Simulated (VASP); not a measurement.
A run of VASP 6.6.1:

Contents of POSCAR:

```
Ga2N
1.0
    0.0000000000      2.8510549594      2.8510549594
    2.8510549594      0.0000000000      2.8510549594
    2.8510549594      2.8510549594      0.0000000000
Ga N
2 1
Direct
    0.2500000000      0.2500000000      0.2500000000
    0.7500000000      0.7500000000      0.7500000000
    0.5000000000      0.5000000000      0.5000000000
```

File INCAR.step1:

```
SYSTEM = Ga2N
PREC = Accurate ; ENCUT = 520
EDIFF = 1E-6 ; ISMEAR = 0
SIGMA = 0.1 ; LREAL = .FALSE.
LASPH = .TRUE. ; NELM = 100
ALGO = Normal ; ISIF = 2
LWAVE = .FALSE. ; LCHARG = .TRUE.
GGA = PE ; NBANDS = 22
```

Contents of KPOINTS.step1:

```
regular mesh
0
G
  14 14 14
  0 0 0
```

Contents of INCAR.step2:

```
SYSTEM = Ga2N
PREC = Accurate ; ENCUT = 520
EDIFF = 1E-6 ; ISMEAR = -5
SIGMA = 0.1 ; LREAL = .FALSE.
LASPH = .TRUE. ; NELM = 100
ALGO = Normal ; ISIF = 2
LWAVE = .FALSE. ; LCHARG = .FALSE.
GGA = PE ; LORBIT = 11
NEDOS = 1001 ; ICHARG = 11
```

The input KPOINTS.step2:

```
regular mesh
0
G
  21 21 21
  0 0 0
```

Potentials or basis: VASP PAW PBE potentials, release 64 (Ga_d, N).

Launch:

```console
$ cat potpaw_PBE.64/Ga_d/POTCAR potpaw_PBE.64/N/POTCAR > POTCAR
$ cp INCAR.step1 INCAR
$ cp KPOINTS.step1 KPOINTS
$ mpirun -np 1 vasp_std > vasp.out
$ cp INCAR.step2 INCAR
$ cp KPOINTS.step2 KPOINTS
$ mpirun -np 1 vasp_std > vasp.out
```

Hardware: 1 thread of Intel(R) Xeon(R) Platinum 8259CL CPU @ 2.50GHz (Skylake/Cascade Lake), with other jobs on the host.

How long does it take, and how much memory?

Run time: 3.7 min on 1 thread of Intel(R) Xeon(R) Platinum 8259CL CPU @ 2.50GHz (Skylake/Cascade Lake), with other jobs on the host, peak memory 0.34 GiB. Counts: k points 286.
